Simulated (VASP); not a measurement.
K2S:

```xyz
3
Lattice="0.0000 3.7027 3.7027 3.7027 0.0000 3.7027 3.7027 3.7027 0.0000" Properties=species:S:1:pos:R:3 pbc="T T T"
K     1.8514    1.8514    1.8514
K     5.5541    5.5541    5.5541
S     0.0000    0.0000    0.0000
```

Base run:

```yaml
Program: VASP 6.6.1
Functional: r2SCAN
Potentials_or_basis: VASP PAW PBE potentials, release 64 (K_sv, S)
Cutoff: 550 eV
k_mesh: 6 × 6 × 6
Occupations: gaussian, width 0.01 eV
Spin: no spin polarisation
```

Its results: band gap on the k mesh 2.76 eV (least direct gap 2.95 eV); pressure 0.0 GPa.

Task: The run is repeated on the same cell with these changes: functional from r2SCAN to HSE06; cutoff from 550 eV to 400 eV; k mesh from 6 × 6 × 6 to 4 × 4 × 4. What comes out?

Result: Band gap on the k mesh 3.31 eV (least direct gap 3.49 eV); pressure 0.2 GPa.

Several settings changed at once.

Caveats: the PAW data sets were made with another functional, which shifts forces and pressure a little.

A k mesh can miss the band edges.
